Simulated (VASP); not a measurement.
Runs of VASP 6.6.1 on W3N4. It takes space group Pm-3m (No. 221, cubic). The conventional cell has a = 4.122 Å, b = 4.122 Å, c = 4.122 Å, α = 90.00°, β = 90.00°, γ = 90.00°. Within 2.7 Å of W (site symmetry 4/mmm) lie 6 N at 2.06 Å. N (site symmetry m-3m) has 6 W at 2.06 Å within 2.7 Å. Within 2.7 Å of N (site symmetry 4/mmm) lie 4 W at 2.06 Å. 

```csv
k mesh,smearing,gap on the mesh (eV),pressure (GPa)
10 × 10 × 10,gaussian 0.2 eV,none,28.9
10 × 10 × 10,gaussian 0.1 eV,none,28.9
1 × 1 × 1,gaussian 0.1 eV,none,83.1
"8 × 8 × 8, shifted",gaussian 0.1 eV,none,(a)
6 × 6 × 6,gaussian 0.1 eV,none,(b)
4 × 4 × 4,gaussian 0.1 eV,none,30.4
"6 × 6 × 6, shifted",gaussian 0.1 eV,none,28.9
"4 × 4 × 4, shifted",gaussian 0.1 eV,none,28.3
```

Alike in all rows: task single point; level PBE; potentials or basis VASP PAW PBE potentials, release 64 (W_sv, N); no spin polarisation; cell as given; cutoff (eV) 520.

Q: Fill in the values left out.

A: (a) 28.8; (b) 29.4.

Caveats: some runs use coarse meshes; spin-orbit coupling is left out, which moves the levels of the heavy elements.

A k mesh can miss the band edges, and the runs leave out spin-orbit coupling on W.

A gap of «none» marks levels without a gap at the run's occupations.
